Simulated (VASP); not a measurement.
Input of a VASP 6.6.1 run:

Contents of INCAR:

```
SYSTEM = HfN
  PREC = Accurate
  ENCUT = 520
  EDIFF = 1E-6
  ISMEAR = 1
  SIGMA = 0.1
  LREAL = .False.
  LASPH = .True.
  NELM = 80
  ALGO = Normal
  ISIF = 2
  LWAVE = .False.
  LCHARG = .True.
  GGA = PS
  LELF = .True.
  LVHAR = .True.
  NBANDS = 14
```

KPOINTS

```
Automatic mesh
0
Gamma
  9 9 9
  0 0 0
```

Contents of POSCAR:

```
HfN
1.0
    0.0000000000      2.1859032644      2.1859032644
    2.1859032644      0.0000000000      2.1859032644
    2.1859032644      2.1859032644      0.0000000000
Hf N
1 1
Direct
    0.0000000000      0.0000000000      0.0000000000
    0.5000000000      0.5000000000      0.5000000000
```

Potentials or basis: VASP PAW PBE potentials, release 64 (Hf_pv, N).

Launch:

```console
$ cat potpaw_PBE.64/Hf_pv/POTCAR potpaw_PBE.64/N/POTCAR > POTCAR
$ mpirun -np 1 vasp_std > vasp.out
```

(1) Predict the pressure.

Results:

(1) 27.8 GPa.

Caveat: the PAW data sets were made with another functional, which shifts forces and pressure a little.
